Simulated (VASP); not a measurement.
BaSi12:

```
CELL_PARAMETERS angstrom
8.54634 0.00000 0.00000
-4.27317 7.40135 0.00000
0.00000 0.00000 3.23701
ATOMIC_POSITIONS crystal
Ba 0.00000 0.00000 0.50000
Si 0.85027 0.53883 0.78300
Si 0.68855 0.53883 0.21700
Si 0.31145 0.85027 0.21700
Si 0.68855 0.14973 0.78300
Si 0.14973 0.68855 0.78300
Si 0.53883 0.68855 0.21700
Si 0.46117 0.14973 0.21700
Si 0.31145 0.46117 0.78300
Si 0.14973 0.46117 0.21700
Si 0.53883 0.85027 0.78300
Si 0.85027 0.31145 0.21700
Si 0.46117 0.31145 0.78300
```

```yaml
Program: VASP 6.6.1
Task: relaxation of cell and atoms
Functional: PBE
Potentials_or_basis: VASP PAW PBE potentials, release 64 (Ba_sv, Si)
Cutoff: 600 eV
k_mesh: 3 × 3 × 6
Occupations: gaussian, width 0.1 eV
Spin: no spin polarisation
```

At the start: pressure 40.5 GPa; volume 15.75 Å³/atom.

How do energy, volume and symmetry change on relaxing?

Over 19 steps the energy falls by 718.6 meV/atom and the volume is 20.20 Å³/atom (+28.2 %); space group P-31m (No. 162, to 0.05 Å).

Step by step:
```tsv
step	energy change (eV)	largest force (eV/Å)	pressure (GPa)	volume (Å³)
1	0.0000	5.5701	40.47	204.76
2	-3.6388	2.2308	-6.10	345.83
3	-8.2164	1.7449	2.42	261.27
4	-8.2470	1.6870	3.10	258.84
5	-8.2652	1.5991	4.12	255.46
6	-8.8249	0.1584	-2.23	278.01
7	-8.8990	0.2867	-0.88	271.47
8	-8.9704	0.2124	-0.02	268.11
9	-9.0186	0.0424	1.10	263.71
10	-9.0703	0.0479	0.85	263.77
11	-9.2155	0.1542	0.41	263.82
12	-9.2724	0.3521	-0.35	263.37
13	-9.3118	0.2649	-0.14	263.62
14	-9.3120	0.2571	-0.11	263.64
15	-9.3314	0.1562	-0.16	263.33
16	-9.3364	0.0814	-0.19	263.07
17	-9.3408	0.0445	0.06	262.36
18	-9.3410	0.0438	0.13	262.18
19	-9.3418	0.0138	0.03	262.56
```

Final structure:
```
Ba Si
1.0
     8.89112    0.00000    0.00000
    -4.44556    7.69993    0.00000
     0.00000    0.00000    3.83513
Ba Si
1 12
Direct
  0.00000 0.00000 0.50000
  0.84563 0.53548 0.74969
  0.68985 0.53548 0.25031
  0.31015 0.84563 0.25031
  0.68985 0.15437 0.74969
  0.15437 0.68985 0.74969
  0.53548 0.68985 0.25031
  0.46452 0.15437 0.25031
  0.31015 0.46452 0.74969
  0.15437 0.46452 0.25031
  0.53548 0.84563 0.74969
  0.84563 0.31015 0.25031
  0.46452 0.31015 0.74969
```

Caveat: the volume moved by over 15 % at a fixed basis, so the end points are rough.
